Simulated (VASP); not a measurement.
Write the native input for VASP 6.6.1 that does the following.

```
Task                   : single point
Functional             : PBE
Dispersion             : D3(BJ)
Potentials or basis    : VASP PAW PBE potentials, release 64 (P)
Cutoff                 : 520 eV
k mesh                 : 4 × 4 × 4
Occupations            : gaussian, width 0.1 eV
Spin                   : no spin polarisation
Dipole correction      : no
Further INCAR settings : LREAL = Auto; ALGO = Normal; EDIFF = 1e-07; NBANDS = 62
```

The structure of P (a cell with a defect) lies in POSCAR:

```
P
1.0
    4.8145205310     -2.4072602655      4.8147372112
   -2.4072602655     -4.8145205310     -4.8147372112
    2.4072602655      4.8145205310     -4.8147372112
P
19
Direct
    0.2020853986      0.7977919653      0.4039143561
    0.2043998155      0.5609726416      0.1434271739
   -0.0043998155      0.7390273584      0.7565728261
   -0.0020853986      0.5022080347      0.4960856439
    0.0026166695      0.2477291981      0.2548874714
   -0.0020853986      0.0018289576     -0.0042934332
    0.8175454676      0.9565728261      0.3609726416
    0.7938776092      0.6960856439      0.0981710424
    0.6000000000      0.8943893730      0.6943893730
    0.6000000000      0.6500000000      0.4500000000
    0.6000000000      0.4056106270      0.2056106270
    0.4061223908      0.6039143561      0.8018289576
    0.3824545324      0.3434271739      0.5390273584
    0.4061223908      0.1042934332      0.3022080347
    0.2020853986      0.2981710424      0.9042934332
    0.1973833305      0.0522708019      0.6451125286
    0.8071582733      0.4548874714      0.8522708019
    0.7938776092      0.1957065668      0.5977919653
    0.3928417267     -0.1548874714      1.0477291981
```

This cell differs from its parent crystal: atoms taken out, then relaxed in part.

These files were run (other wordings do the same):

INCAR

```
PREC     = Accurate       # precision mode
ENCUT    = 520            # plane-wave cutoff, eV
EDIFF    = 1E-7           # SCF threshold, eV
ISMEAR   = 0              # smearing method
SIGMA    = 0.1            # smearing width, eV
LREAL    = Auto         
LASPH    = True           # aspherical terms in the spheres
NELM     = 80             # most SCF steps
ALGO     = Normal         # electronic algorithm
ISIF     = 2              # what is computed and relaxed
LWAVE    = False          # write WAVECAR
LCHARG   = False          # write CHGCAR
GGA      = PE             # functional
IVDW     = 12             # dispersion correction
NBANDS   = 62             # bands
```

KPOINTS

```
regular mesh
0
Gamma
  4 4 4
```

Potentials or basis: VASP PAW PBE potentials, release 64 (P).

Command:

```bash
$ cat potpaw_PBE.64/P/POTCAR > POTCAR
$ mpirun -np 1 vasp_std > vasp.out
```

Results of the run:

| Item | Value |
| --- | --- |
| Pressure | -0.3 GPa |
| Largest force | 0.025 eV/Å |
| Band gap on the k mesh | zero (an odd number of electrons rules out a gap without spin polarisation) |
| Dispersion energy per atom | -0.480 eV |

Caveat: the cell differs from its parent crystal (atoms taken out, then relaxed in part).

It took 3.5 min on 1 thread of Intel(R) Xeon(R) 6975P-C (Granite Rapids), on a shared host, peak memory 0.43 GiB.
